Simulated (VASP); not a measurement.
Wanted: the native input for a VASP 6.6.1 run.

```yaml
Task: single point
Functional: BLYP
Potentials_or_basis: VASP PAW PBE potentials, release 64 (Zr_sv)
Cutoff: 500 eV
k_mesh: 13 × 13 × 9
Occupations: fermi-dirac, width 0.1 eV
Spin: no spin polarisation
Dipole_correction: no
Further_INCAR_settings: ALGO = Normal; EDIFF = 1e-06; NBANDS = 19
```

The structure of Zr lies in POSCAR:

```
Zr
1.0
   -2.7900653567      2.7905437515      1.5209523608
    2.7905437515     -2.7900653567      1.5209523608
    2.7896307331      2.7896307331     -1.5200761798
Zr
2
Direct
    0.9999924481      0.0000075519      1.0000000000
    0.7500075519      0.2499924481      0.5000000000
```

One way to write it, as run:

INCAR

```
PREC = Accurate ; ENCUT = 500
EDIFF = 1E-6 ; ISMEAR = -1
SIGMA = 0.1 ; LREAL = F
LASPH = T ; NELM = 120
ALGO = Normal ; ISIF = 2
LWAVE = F ; LCHARG = F
GGA = B5 ; ALDAX = 1.0
AGGAX = 1.0 ; AGGAC = 1.0
ALDAC = 0.0 ; NBANDS = 19
GGA_COMPAT = F
```

KPOINTS

```
Automatic mesh
0
Gamma
  13 13 9
```

Potentials or basis: VASP PAW PBE potentials, release 64 (Zr_sv).

Launch:

```sh
$ cat potpaw_PBE.64/Zr_sv/POTCAR > POTCAR
$ mpirun -np 1 vasp_std > vasp.out
```

It gave:

```json
{
 "Pressure": "3.4 GPa",
 "Largest force": "0.005 eV/Å",
 "Band gap on the k mesh": "zero (bands 12 and 13 overlap by 0.78 eV)"
}
```

Caveat: the cell stands under pressure; the PAW data sets were made with another functional, which shifts forces and pressure a little.

Run time: 8.5 min on 1 thread of Oxide Virtual Turin-like Processor, on a shared host, peak memory 0.36 GiB.
